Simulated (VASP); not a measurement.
# Si2B2C (P4/mmm) in VASP: a series of runs

Si2B2C is run at these levels: PBE; tasks: single point.

Program: VASP 6.6.1. These are calculated values, not measurements. Logs are shortened: lines on timing, memory, paths and dates and some standing lists are left out, and cuts for length are marked.

## (1) The cell of the first run

The structure is tetragonal, space group P4/mmm (No. 123). Conventional cell: a = 4.285 Å, b = 4.285 Å, c = 2.897 Å, α = 90.00°, β = 90.00°, γ = 90.00°. Within 2.8 Å of Si (site symmetry mmm) lie 6 B at 2.14 to 2.59 Å and 2 C at 2.14 Å. Within 1.9 Å of B (site symmetry 4/mmm) lie 2 C at 1.45 Å. B (site symmetry 4/mmm) has 4 Si at 2.14 Å within 2.8 Å. C (site symmetry 4/mmm) has 2 B at 1.45 Å within 1.9 Å.

## (2) Single point, PBE

Input file INCAR:

```
SYSTEM = Si2B2C
  ALGO = Normal
  EDIFF = 1E-6
  ENCUT = 520
  GGA = PE
  ISIF = 2
  ISMEAR = 0
  LASPH = .True.
  LCHARG = .False.
  LREAL = .False.
  LWAVE = .False.
  NBANDS = 17
  NELM = 100
  PREC = Accurate
  SIGMA = 0.1
```

Input file KPOINTS:

```
k-points
0
Gamma
  4 4 6
  0 0 0
```

Input file POSCAR:

```
Si2B2C
1.0
    4.2853090861      0.0000000000      0.0000000000
    0.0000000000      4.2853090861      0.0000000000
    0.0000000000      0.0000000000      2.8971470088
Si B C
2 2 1
Direct
    0.5000000000      0.0000000000      0.5000000000
    0.0000000000      0.5000000000      0.5000000000
    0.0000000000      0.0000000000      0.0000000000
    0.5000000000      0.5000000000      0.5000000000
    0.0000000000      0.0000000000      0.5000000000
```

Potentials or basis: VASP PAW PBE potentials, release 64 (Si, B, C).

Launch:

```console
> cat potpaw_PBE.64/Si/POTCAR potpaw_PBE.64/B/POTCAR potpaw_PBE.64/C/POTCAR > POTCAR
> mpirun -np 1 vasp_std > vasp.out
```

OUTCAR:

```text
SYSTEM = Si2B2C
   EDIFF = 1E-6
   ENCUT = 520
   GGA = PE
   ISIF = 2
   ISMEAR = 0
   LASPH = .True.
   LREAL = .False.
   NELM = 100
   PREC = Accurate

 ion  position               nearest neighbor table
   1  0.500  0.000  0.500-   4 2.14   5 2.14   4 2.14   5 2.14   3 2.59   3 2.59   3 2.59   3 2.59
                             2 3.03   2 3.03   2 3.03   2 3.03
   2  0.000  0.500  0.500-   4 2.14   5 2.14   5 2.14   4 2.14   3 2.59   3 2.59   3 2.59   3 2.59
                             1 3.03   1 3.03   1 3.03   1 3.03
   3  0.000  0.000  0.000-   5 1.45   5 1.45   1 2.59   1 2.59   2 2.59   2 2.59   2 2.59   2 2.59
                             1 2.59   1 2.59
   4  0.500  0.500  0.500-   1 2.14   2 2.14   1 2.14   2 2.14
   5  0.000  0.000  0.500-   3 1.45   3 1.45   1 2.14   2 2.14   2 2.14   1 2.14

  LATTYP: Found a simple tetragonal cell.
 ALAT       =     4.2853090861
 C/A-ratio  =     0.6760648883

  Lattice vectors:

 A1 = (   4.2853090861,   0.0000000000,   0.0000000000)
 A2 = (   0.0000000000,   4.2853090861,   0.0000000000)
 A3 = (   0.0000000000,   0.0000000000,   2.8971470088)

Analysis of symmetry for initial positions (statically):
=====================================================================
 Subroutine PRICEL returns:
 Original cell was already a primitive cell.

 Routine SETGRP: Setting up the symmetry group for a
 simple tetragonal supercell.

 Subroutine GETGRP returns: Found 16 space group operations
 (whereof 16 operations were pure point group operations)
 out of a pool of 16 trial point group operations.

The static configuration has the point symmetry D_4h.

Analysis of symmetry for dynamics (positions and initial velocities):
=====================================================================
 Subroutine PRICEL returns:
 Original cell was already a primitive cell.

 Routine SETGRP: Setting up the symmetry group for a
 simple tetragonal supercell.

 Subroutine GETGRP returns: Found 16 space group operations
 (whereof 16 operations were pure point group operations)
 out of a pool of 16 trial point group operations.

The dynamic configuration has the point symmetry D_4h.

 Subroutine INISYM returns: Found 16 space group operations
 (whereof 16 operations are pure point group operations),
 and found     1 'primitive' translations

----------------------------------------------------------------------------------------

                                     Primitive cell
[... 99 lines left out ...]
   NSW    =      0    number of steps for IOM
   IBRION =     -1    ionic relax: 0-MD 1-quasi-New 2-CG
   NFREE  =      0    steps in history (QN), initial steepest desc. (CG)
   ISIF   =      2    stress and relaxation
   ISYM   =      2    0-nonsym 1-usesym 2-fastsym
   POTIM  = 0.5000    time-step for ionic-motion
   TEBEG  =    0.0;   TEEND  =   0.0 temperature during run
   PSTRESS=    0.0 pullay stress
   NELECT =      18.0000    total number of electrons
   NUPDOWN=      -1.0000    fix difference up-down
   EMIN   =  10.00;   EMAX   =-10.00  energy-range for DOS
   EFERMI =   0.00;   METHOD = LEGACY
   ISMEAR =     0;   SIGMA  =   0.10  broadening in eV -4-tet -1-fermi 0-gaus
   EFERMI_NEDOS =   21; number of points for ismear=-14 and -15
   IALGO  =     38    algorithm
   IMIX   =      4    mixing-type and parameters
     AMIX     =   0.40;   BMIX     =  1.00
     AMIX_MAG =   1.60;   BMIX_MAG =  1.00
  volume/ion in A,a.u.               =      10.64        71.81
  Fermi-wavevector in a.u.,A,eV,Ry     =   1.140742  2.155690 17.705153  1.301292
  Thomas-Fermi vector in A             =   2.277443
   LORBIT       =      0    0 simple, 1 ext, 2 COOP (PROOUT), +10 PAW based schemes
   GGA     = PE    functional components
   LHFCALC =     F    Hartree Fock is set to
   AEXX    =    0.0000 exact exchange contribution
   IVDW    =     0    specifies the selected vdW correction
   LEPSILON=     F    determine dielectric tensor
   LRPA    =     F    only Hartree local field effects (RPA)
 non-spin polarized calculation
 Gauss-broadening in eV      SIGMA  =   0.10
  energy-cutoff  :      520.00
  volume of cell :       53.20
 maximum number of plane-waves:      1464
 NGX is ok and might be reduce to    32
   NGX = 15   NGY = 15   NGZ = 11

 number of electron      18.0000001 magnetization

 Free energy of the ion-electron system (eV)
  ---------------------------------------------------
  ext. energy  EPLUGINS =         0.00000000
  ---------------------------------------------------
  free energy    TOTEN  =       -29.25486838 eV

  energy without entropy =      -29.24512232  energy(sigma->0) =      -29.24999535

 E-fermi :   8.2180     XC(G=0): -11.1882

 val. band max:        8.1902592691   @ k =   0.0000   0.0000   0.0000
 cond. band min:       8.2590814262   @ k =   0.0000   0.0000   0.3333
 fundamental gap:      0.0688221572
 Fermi energy:         8.2180354229

 k-point     1 :       0.0000    0.0000    0.0000
  band No.  band energies     occupation
      1      -8.6779      2.00000
      2      -1.2934      2.00000
      3      -0.5306      2.00000
      4      -0.5306      2.00000
      5       0.3545      2.00000
      6       1.6142      2.00000
[... 457 lines left out ...]
      4      -0.5575      2.00000
      5       0.8922      2.00000
      6       3.0621      2.00000
[... 9 lines left out ...]
     16      14.9261      0.00000
     17      15.3327      0.00000

------------------------ aborting loop because EDIFF is reached ----------------------------------------

  FORCE on cell =-STRESS in cart. coord.  units (eV):
  Direction    XX          YY          ZZ          XY          YZ          ZX
  --------------------------------------------------------------------------------------
  -------------------------------------------------------------------------------------
  Total       -0.0438701     -0.0438701      0.0314370      0.0000000      0.0000000      0.0000000
  in kB       -1.3211265     -1.3211265      0.9467097      0.0000000      0.0000000      0.0000000
  external PRESSURE =      -0.5651811 kB  Pullay stress =       0.0000000 kB

 VOLUME and BASIS-vectors are now :
 -----------------------------------------------------------------------------
  energy-cutoff  :      520.00
  volume of cell :       53.20
      direct lattice vectors                 reciprocal lattice vectors
     4.285309086  0.000000000  0.000000000     0.233355396  0.000000000  0.000000000
     0.000000000  4.285309086  0.000000000     0.000000000  0.233355396  0.000000000
     0.000000000  0.000000000  2.897147009     0.000000000  0.000000000  0.345167158

 POSITION                                       TOTAL-FORCE (eV/Angst)
 -----------------------------------------------------------------------------------
      2.14265      0.00000      1.44857         0.000000      0.000000      0.000000
      0.00000      2.14265      1.44857         0.000000      0.000000      0.000000
      0.00000      0.00000      0.00000         0.000000      0.000000      0.000000
      2.14265      2.14265      1.44857         0.000000      0.000000      0.000000
      0.00000      0.00000      1.44857         0.000000      0.000000      0.000000
 -----------------------------------------------------------------------------------
    total drift:                               -0.000000      0.000000     -0.000000

  FREE ENERGIE OF THE ION-ELECTRON SYSTEM (eV)
  ---------------------------------------------------
  free  energy   TOTEN  =       -29.2548683750 eV

  energy  without entropy=      -29.2451223247  energy(sigma->0) =      -29.24999535
```

OSZICAR:

```text
N       E                     dE             d eps       ncg     rms          rms(c)
DAV:   1     0.277176783363E+02    0.27718E+02   -0.80544E+03   816   0.954E+02
DAV:   2    -0.293554747873E+02   -0.57073E+02   -0.54132E+02  1088   0.157E+02
DAV:   3    -0.317231413961E+02   -0.23677E+01   -0.23397E+01  1071   0.292E+01
DAV:   4    -0.317431318906E+02   -0.19990E-01   -0.19971E-01  1079   0.308E+00
DAV:   5    -0.317433429042E+02   -0.21101E-03   -0.21098E-03  1143   0.297E-01    0.928E+00
DAV:   6    -0.293599649122E+02    0.23834E+01   -0.50996E+00   947   0.137E+01    0.432E+00
DAV:   7    -0.292786767037E+02    0.81288E-01   -0.12595E+00   986   0.618E+00    0.220E+00
DAV:   8    -0.292589296312E+02    0.19747E-01   -0.40880E-02  1030   0.126E+00    0.101E+00
DAV:   9    -0.292550040147E+02    0.39256E-02   -0.92472E-03  1051   0.627E-01    0.133E-01
DAV:  10    -0.292548638731E+02    0.14014E-03   -0.12122E-03  1069   0.214E-01    0.575E-02
DAV:  11    -0.292548681064E+02   -0.42332E-05   -0.12957E-04   908   0.684E-02    0.284E-02
DAV:  12    -0.292548691706E+02   -0.10642E-05   -0.24118E-05  1053   0.308E-02    0.970E-03
DAV:  13    -0.292548683750E+02    0.79556E-06   -0.46498E-06   991   0.133E-02
   1 F= -.29254868E+02 E0= -.29249995E+02  d E =-.974605E-02
```

stdout:

```text
POSCAR found type information on POSCAR SiB C
 POSCAR found :  3 types and       5 ions
 scaLAPACK will be used
 LDA part: xc-table for (Slater+PW92), standard interpolation
 POSCAR, INCAR and KPOINTS ok, starting setup
 FFT: planning ... GRIDC
 FFT: planning ... GRID_SOFT
 FFT: planning ... GRID
 WAVECAR not read
 entering main loop
```

Run time: 9.2 s. Hardware: 1 thread of AMD EPYC 9R45 (Zen 5), shared host; peak memory 0.14 GiB.

Results:

* Free energy: -29.2549 eV
* Pressure: -0.1 GPa
* Band gap on the k mesh: zero (band 9 reaches 11.19 eV, above the bottom of band 10 at 6.53 eV)

Stress tensor (GPa, compression positive):
```
-0.13  0.00  0.00
 0.00 -0.13  0.00
 0.00  0.00  0.09
```

Caveat: the k points lie up to 0.37 Å⁻¹ apart.

## (3) Single point, PBE

This run uses another cell than the first one, of 11.66 Å³/atom, 1.096 times its volume.

Input file INCAR:

```
SYSTEM = Si2B2C
ALGO = Normal
EDIFF = 1E-7
ENCUT = 520
GGA = PE
ISIF = 2
ISMEAR = 0
LASPH = .TRUE.
LCHARG = .FALSE.
LREAL = .FALSE.
LWAVE = .FALSE.
NBANDS = 17
NELM = 100
PREC = Accurate
SIGMA = 0.1
```

Input file KPOINTS:

```
k-points
0
G
  4 4 6
  0 0 0
```

POSCAR, as its differences from that of step 2:

```diff
@@ -2,5 +2,5 @@
 1.0
-    4.2853090861      0.0000000000      0.0000000000
-    0.0000000000      4.2853090861      0.0000000000
-    0.0000000000      0.0000000000      2.8971470088
+    4.4296768200      0.0000000000      0.0000000000
+    0.0000000000      4.4296768200      0.0000000000
+    0.0000000000      0.0000000000      2.9708390400
 Si B C
```

Potentials or basis: VASP PAW PBE potentials, release 64 (Si, B, C).

Launch:

```console
> cat potpaw_PBE.64/Si/POTCAR potpaw_PBE.64/B/POTCAR potpaw_PBE.64/C/POTCAR > POTCAR
> mpirun -np 1 vasp_std > vasp.out
```

Run time: 12 s. Hardware: 1 thread of AMD EPYC 9R45 (Zen 5), shared host; peak memory 0.15 GiB.

It converged, with:

* Free energy: -29.0653 eV
* Pressure: -11.5 GPa
* Band gap on the k mesh: zero (band 9 reaches 9.90 eV, above the bottom of band 10 at 5.74 eV)

Stress tensor (GPa, compression positive):
```
 -9.82   0.00   0.00
  0.00  -9.82   0.00
  0.00   0.00 -14.97
```

Levels at points of the mesh, in eV from the Fermi level:
```csv
k point,band 5,band 6,band 7,band 8,band 9,band 10,band 11,band 12,band 13,band 14
"(0.00, 0.00, 0.00)",-7.40,-6.53,-2.59,-2.59,-0.43,2.65,2.83,3.83,6.40,6.40
"(0.50, 0.00, 0.00)",-7.26,-5.52,-4.30,-0.72,1.04,2.74,3.07,4.96,5.54,5.89
"(0.50, 0.50, 0.00)",-7.33,-2.00,-2.00,2.28,2.73,3.06,3.06,3.63,3.69,3.70
"(0.00, 0.00, 0.50)",-5.81,-3.64,-3.57,-1.46,-1.46,-1.43,-1.18,-1.18,2.25,2.96
"(0.50, 0.00, 0.50)",-5.29,-5.14,-3.40,-2.90,-1.77,-1.18,0.17,1.94,3.04,4.54
"(0.50, 0.50, 0.50)",-6.97,-4.63,-4.63,-2.25,-0.18,-0.18,3.05,4.39,4.39,4.58
```
